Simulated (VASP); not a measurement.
Input of a VASP 6.6.1 run:

File INCAR:

```
PREC = Accurate ; ENCUT = 520
EDIFF = 1E-7 ; ISMEAR = -1
SIGMA = 0.1 ; LREAL = False
LASPH = True ; NELM = 60
ALGO = Normal ; ISIF = 2
LWAVE = False ; LCHARG = True
GGA = PS ; LELF = True
LVHAR = True ; NBANDS = 18
```

Contents of KPOINTS:

```
regular mesh
0
Gamma
  6 6 6
```

POSCAR

```
TiAl3
1.0
    3.8955692675      0.0000000000      0.0000000000
    0.0000000000      3.8955692675      0.0000000000
    0.0000000000      0.0000000000      3.8955692675
Ti Al
1 3
Direct
    0.0000000000      0.0000000000      0.0000000000
    0.5000000000      0.5000000000      0.0000000000
    0.0000000000      0.5000000000      0.5000000000
    0.5000000000      0.0000000000      0.5000000000
```

Potentials or basis: VASP PAW PBE potentials, release 64 (Ti_sv, Al).

Run with:

```sh
$ cat potpaw_PBE.64/Ti_sv/POTCAR potpaw_PBE.64/Al/POTCAR > POTCAR
$ mpirun -np 1 vasp_std > vasp.out
```

Q: What does it give for the pressure?

A: 5.1 GPa.

Caveat: the PAW data sets were made with another functional, which shifts forces and pressure a little.
